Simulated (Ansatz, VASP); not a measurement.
# Two plane-wave programs on Co

```
Co
1.0
     2.43859    0.00000    0.00000
    -1.21930    2.11188    0.00000
     0.00000    0.00000    3.96680
Co
2
Direct
  0.66667 0.33333 0.75000
  0.33333 0.66667 0.25000
```

Alike in both runs: task single point; functional r2SCAN; k mesh 12 × 12 × 7; occupations fermi-dirac, width 0.05 eV; collinear spin.

```csv
,VASP,Ansatz
version,VASP 6.6.1,Ansatz 0.2.0
potentials or method,"VASP PAW PBE potentials, release 64 (Co)",Ansatz PAW
plane-wave cutoff (eV),520,500
valence electrons in the cell,18,34
```

```tsv
	VASP	Ansatz	Ansatz less VASP
gap on the k mesh at the Fermi level (eV)	none	none	-
pressure (GPa)	10.0	10.3	+0.28
traceless stress, the component that is largest in VASP (GPa)	-0.61	-0.25	+0.359
net moment per atom (μB)	1.72	1.74	+0.016
size of the moment on the site where the two differ most (μB)	1.77	1.87	+0.097
```

VASP's potentials were made for PBE, not for r2SCAN. Site moments also hang on the region over which each program counts them. A gap of «none» marks a metal or a gap that the smearing closes. VASP's potentials hold 18 valence electrons a cell and Ansatz's 34, so a difference there can come from the potentials and not from the codes.

Noted on Ansatz's run: the magnetic or orbital state may not be the lowest.
